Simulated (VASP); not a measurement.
A run of VASP 6.6.1 is set up as follows.

INCAR

```
SYSTEM = Co
PREC     = Accurate       ! precision mode
ENCUT    = 690            ! plane-wave cutoff, eV
EDIFF    = 1E-7           ! SCF threshold, eV
ISMEAR   = 0              ! smearing method
SIGMA    = 0.1            ! smearing width, eV
LREAL    = .FALSE.        ! projectors in reciprocal space
LASPH    = .TRUE.         ! aspherical terms in the spheres
NELM     = 120            ! most SCF steps
ALGO     = Normal         ! electronic algorithm
ISIF     = 3              ! what is computed and relaxed
LWAVE    = .FALSE.        ! write WAVECAR
LCHARG   = .FALSE.        ! write CHGCAR
GGA      = PS             ! functional
IBRION   = 2              ! ionic algorithm
NSW      = 90             ! ionic steps
EDIFFG   = -0.04          ! ionic threshold
GGA_COMPAT= .FALSE.      
NELMIN   = 4
```

Contents of KPOINTS:

```
regular mesh
0
G
  6 6 6
  0 0 0
```

File POSCAR:

```
Co
1.0
    3.2321793139      0.0000000000      0.0000000000
   -1.6160896570      2.7991493955      0.0000000000
    0.0000000000      0.0000000000      3.6670156285
Co
3
Direct
    0.2254000000      0.0000000000      0.3333333333
    0.0000000000      0.2254000000      0.6666666667
    0.7746000000      0.7746000000      0.0000000000
```

Potentials or basis: VASP PAW PBE potentials, release 64 (Co_sv).

The run is started by

```sh
$ cat potpaw_PBE.64/Co_sv/POTCAR > POTCAR
$ mpirun -np 1 vasp_std > vasp.out
```

(1) Estimate the space group after relaxing (to 0.1 Å).

(2) Estimate the relaxed cell.

Results:

(1) Im-3m (No. 229).

(2) a = 3.831 Å, b = 3.831 Å, c = 2.370 Å, α = 90.00°, β = 90.00°, γ = 120.00°.

Caveat: the k points lie up to 0.44 Å⁻¹ apart in the final cell, too coarse for converged energies and pressures of a metal; the highest band is partly filled, so the run has too few bands; a cell axis changed by over 15 % at a fixed basis, so the end point is rough; the run has no spin polarisation, though such a crystal can be magnetic.
